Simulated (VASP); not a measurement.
A run of VASP 6.6.1 is set up as follows.

The input INCAR:

```
SYSTEM = NbP
ALGO = Normal ; EDIFF = 1E-6
ENCUT = 520 ; GGA = PE
ISIF = 2 ; ISMEAR = -1
LASPH = .TRUE. ; LCHARG = .FALSE.
LREAL = .FALSE. ; LWAVE = .FALSE.
NBANDS = 26 ; NELM = 80
PREC = Accurate ; SIGMA = 0.05
```

File KPOINTS:

```
k-points
0
G
  11 11 11
  0 0 0
```

The input POSCAR:

```
NbP
1.0
   -1.6969642459      1.6969642459      5.8156445774
    1.6969642459     -1.6969642459      5.8156445774
    1.6969642459      1.6969642459     -5.8156445774
Nb P
2 2
Direct
    0.2498808000      0.7498808000      0.5000000000
    0.4998808000      0.4998808000      0.0000000000
    0.8327477700      0.3327477700      0.5000000000
    0.0827477700      0.0827477700      0.0000000000
```

Potentials or basis: VASP PAW PBE potentials, release 64 (Nb_sv, P).

Command:

```sh
$ cat potpaw_PBE.64/Nb_sv/POTCAR potpaw_PBE.64/P/POTCAR > POTCAR
$ mpirun -np 1 vasp_std > vasp.out
```

(1) Predict the band gap on the k mesh.

(2) What does it give for the pressure?

## Answers

(1) zero (filled and empty bands touch).

(2) -8.1 GPa.

Caveat: the cell stands under tension.
